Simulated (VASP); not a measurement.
Set up this calculation in VASP 6.6.1, as the native input.

| Item | Value |
| --- | --- |
| Task | single point |
| Functional | PBEsol |
| Potentials or basis | VASP PAW PBE potentials, release 64 (Si) |
| Cutoff | 520 eV |
| k mesh | 2 × 2 × 2 |
| Occupations | fermi-dirac, width 0.05 eV |
| Spin | no spin polarisation |
| Dipole correction | no |
| Further INCAR settings | LREAL = Auto; ALGO = Normal; EDIFF = 1e-06; NBANDS = 48 |

The structure of Si (a cell with a defect) lies in POSCAR:

```
Si
1.0
    0.0000000000      5.4300000000      5.4300000000
    5.4300000000      0.0000000000      5.4300000000
    5.4300000000      5.4300000000      0.0000000000
Si
17
Direct
   -0.0646224678     -0.0185635359      0.1027624309
    0.0976887661      0.0773388582      0.2254604052
   -0.0298618785      0.0146316759      0.5979834254
    0.0457182320      0.1545764273      0.7426795580
    0.0123480663      0.4372651934      0.0724401473
    0.1322836096      0.6129834254      0.1529465930
    0.0734898711      0.4711141805      0.5022191529
    0.1137569061      0.6561325967      0.7175322284
    0.4770994475      0.0009300184      0.0181860037
    0.5766022099      0.1512615101      0.1432504604
    0.4142633517      0.0868232044      0.5078360958
    0.6170165746      0.1156721915      0.6392265193
    0.5007366483      0.5365009208     -0.0149907919
    0.6256721915      0.5856906077      0.1744935543
    0.4667771639      0.4839226519      0.5418416206
    0.6106998158      0.6659116022      0.5826519337
    0.7962154696      0.6665653775      0.7501012891
```

The input as run:

INCAR

```
PREC = Accurate
ENCUT = 520
EDIFF = 1E-6
ISMEAR = -1
SIGMA = 0.05
LREAL = Auto
LASPH = True
NELM = 80
ALGO = Normal
ISIF = 2
LWAVE = False
LCHARG = False
GGA = PS
NBANDS = 48
```

KPOINTS

```
Automatic mesh
0
Gamma
  2 2 2
```

Potentials or basis: VASP PAW PBE potentials, release 64 (Si).

Run with:

```console
$ cat potpaw_PBE.64/Si/POTCAR > POTCAR
$ mpirun -np 1 vasp_std > vasp.out
```

It gave:

```
Pressure               : 1.6 GPa
Largest force          : 1.836 eV/Å
Band gap on the k mesh : zero (bands 34 and 35 overlap by 0.50 eV)
```

Caveat: the k points lie up to 0.50 Å⁻¹ apart; the PAW data sets were made with another functional, which shifts forces and pressure a little.

Wall time 120 s on 1 thread of Intel(R) Xeon(R) 6975P-C (Granite Rapids), with other jobs on the host, peak memory 0.46 GiB.
